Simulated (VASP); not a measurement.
Input of a VASP 6.6.1 run:

The input INCAR:

```
PREC = Accurate
ENCUT = 520
EDIFF = 1E-6
ISMEAR = 0
SIGMA = 0.1
LREAL = False
LASPH = True
NELM = 100
ALGO = Fast
ISIF = 2
LWAVE = False
LCHARG = False
GGA = PE
NBANDS = 16
```

The input KPOINTS:

```
Automatic mesh
0
Gamma
  10 10 16
```

POSCAR

```
TaAl2
1.0
    4.8090009771      0.0000000000      0.0000000000
    0.0000000000      4.8090009771      0.0000000000
    0.0000000000      0.0000000000      2.7732931683
Ta Al
1 2
Direct
    0.0000000000      0.0000000000      0.5000000000
    0.5000000000      0.0000000000      0.0000000000
    0.0000000000      0.5000000000      0.0000000000
```

Potentials or basis: VASP PAW PBE potentials, release 64 (Ta_pv, Al).

Run with:

```sh
$ cat potpaw_PBE.64/Ta_pv/POTCAR potpaw_PBE.64/Al/POTCAR > POTCAR
$ mpirun -np 1 vasp_std > vasp.out
```

Question: Estimate the band gap on the k mesh.

Answer: Zero (an odd number of electrons rules out a gap without spin polarisation).

Question: Estimate the pressure.

Answer: 0.0 GPa.

Caveat: spin-orbit coupling is left out, which moves the levels of the heavy elements.
